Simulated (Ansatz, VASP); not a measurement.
Two plane-wave programs on PbS

```
Pb S
1.0
     0.00000    2.95173    2.95173
     2.95173    0.00000    2.95173
     2.95173    2.95173    0.00000
Pb S
1 1
Direct
  0.50000 0.50000 0.50000
  0.00000 0.00000 0.00000
```

Alike in both runs: functional PBEsol; k mesh 10 × 10 × 10; occupations gaussian, width 0.01 eV; no spin polarisation.

Ansatz relaxed the structure, and its values are those at the end. VASP's run is a single point on that final structure, the one shown.

|  | VASP | Ansatz |
| --- | --- | --- |
| version | VASP 6.6.1 | Ansatz 0.2.0 |
| potentials or method | VASP PAW PBE potentials, release 64 (Pb_d, S), cutoff 520 eV | scalar-relativistic, plane waves, PAW |
| valence electrons in the cell | 20 | 20 |

|  | VASP | Ansatz | Ansatz less VASP |
| --- | --- | --- | --- |
| gap on the k mesh at the Fermi level (eV) | 0.20 | 0.19 | -0.006 |
| least direct gap on the mesh (eV) | 0.20 | 0.19 | -0.006 |
| pressure (GPa) | -0.1 | 0.0 | +0.05 |

VASP's potentials were made for PBE, not for PBEsol. The functional is the same, so the differences come from potentials, cutoffs and numerics.

Spin-orbit coupling is off throughout.
